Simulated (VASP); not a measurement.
ZnO, 4 atoms in the cell. It takes space group P6_3/mmc (No. 194, hexagonal). The conventional cell has a = 3.444 Å, b = 3.444 Å, c = 4.618 Å, α = 90.00°, β = 90.00°, γ = 120.00°. Within 2.6 Å of Zn (site symmetry -6m2) lie 5 O at 1.99 to 2.31 Å. O (site symmetry -6m2) has 5 Zn at 1.99 to 2.31 Å within 2.6 Å. 

- Program: VASP 6.6.1
- Task: single point
- Functional: PBE
- Potentials or basis: VASP PAW PBE potentials, release 64 (Zn, O)
- Cutoff: 520 eV
- k mesh: 9 × 9 × 4
- Occupations: gaussian, width 0.01 eV
- Spin: no spin polarisation
- Dipole correction: no
- Further INCAR settings: ALGO = Normal; EDIFF = 1e-06; NBANDS = 26

Potentials or basis: VASP PAW PBE potentials, release 64 (Zn, O).

The run is started by

```bash
$ cat potpaw_PBE.64/Zn/POTCAR potpaw_PBE.64/O/POTCAR > POTCAR
$ mpirun -np 1 vasp_std > vasp.out
```

Hardware: 1 thread of Intel(R) Xeon(R) Platinum 8375C CPU @ 2.90GHz (Ice Lake), on a shared host.

Question: How long does it take, and how much memory?

Answer: Run time: 43 s on 1 thread of Intel(R) Xeon(R) Platinum 8375C CPU @ 2.90GHz (Ice Lake), with other jobs on the host, peak memory 0.18 GiB. Counts: scf iterations 15, k points 36.
